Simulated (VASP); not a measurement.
Here is a VASP 6.6.1 calculation.

File INCAR:

```
SYSTEM = P
PREC = Accurate ; ENCUT = 520
EDIFF = 1E-6 ; ISMEAR = 0
SIGMA = 0.05 ; LREAL = .False.
LASPH = .True. ; NELM = 100
ALGO = Normal ; ISIF = 2
LWAVE = .False. ; LCHARG = .False.
LDIPOL = .True. ; IDIPOL = 3
DIPOL = 0.5 0.5 0.390 ; GGA = PE
IVDW = 12 ; NBANDS = 30
```

Contents of KPOINTS:

```
regular mesh
0
Gamma
  8 6 1
  0 0 0
```

Contents of POSCAR:

```
P
1.0
    3.2961869629      0.0000000000      0.0000000000
    0.0000000000      4.4391557027      0.0000000000
    0.0000000000      0.0000000000     21.7461973615
P
8
Direct
    0.5000000000      0.9174951453      0.2069327306
    0.0000000000      0.5825048547      0.2069327306
    0.5000000000      0.0825048547      0.3045635322
    0.0000000000      0.4174951453      0.3045635322
    0.8750000000      0.5825048547      0.4751680723
    1.3750000000      0.9174951453      0.4751680723
    0.8750000000      1.4174951453      0.5727988740
    1.3750000000      1.0825048547      0.5727988740
```

Potentials or basis: VASP PAW PBE potentials, release 64 (P).

Launch:

```console
$ cat potpaw_PBE.64/P/POTCAR > POTCAR
$ mpirun -np 1 vasp_std > vasp.out
```

**Question.** What does it give for the band gap on the k mesh?

**Answer.** 0.39 eV.

**Question.** What does it give for the largest force?

**Answer.** 0.063 eV/Å.

**Question.** Predict the dispersion energy per atom.

**Answer.** -0.285 eV.

Forces on the atoms (eV/Å):
```
P    0.004 -0.040  0.029
P    0.004  0.040  0.029
P    0.003 -0.007  0.062
P    0.003  0.007  0.062
P   -0.003 -0.007 -0.062
P   -0.003  0.007 -0.062
P   -0.004 -0.040 -0.029
P   -0.004  0.040 -0.029
```

Caveat: the cell differs from its parent crystal (layers slid over each other); semilocal functionals underestimate gaps, and a narrow one can read as zero.
